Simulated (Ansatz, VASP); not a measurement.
**One calculation of Pd, two programs**

```
CELL_PARAMETERS angstrom
3.03583 0.00000 0.00000
0.00000 3.03583 0.00000
0.00000 0.00000 3.03583
ATOMIC_POSITIONS crystal
Pd 0.00000 0.00000 0.00000
Pd 0.50000 0.50000 0.50000
```

Alike in both runs: task single point; functional RPBE; k mesh 11 × 11 × 11; occupations fermi-dirac, width 0.05 eV; collinear spin.

|  | VASP | Ansatz |
| --- | --- | --- |
| version | VASP 6.6.1 | Ansatz 0.2.0 |
| potentials or method | VASP PAW PBE potentials, release 64 (Pd), cutoff 520 eV | plane waves (420 eV) with PAW, scalar-relativistic |
| valence electrons in the cell | 20 | 36 |

```tsv
	VASP	Ansatz	Ansatz less VASP
pressure (GPa)	25.8	26.3	+0.44
net moment per atom (μB)	0.00	0.00	0.000
```

VASP's potentials were made for PBE, not for RPBE. With one functional, cell and mesh, what is left measures potentials, basis and numerics. VASP's potentials hold 20 valence electrons a cell and Ansatz's 36, so a difference there can come from the potentials and not from the codes. Ansatz's warnings: seeded moment not kept.
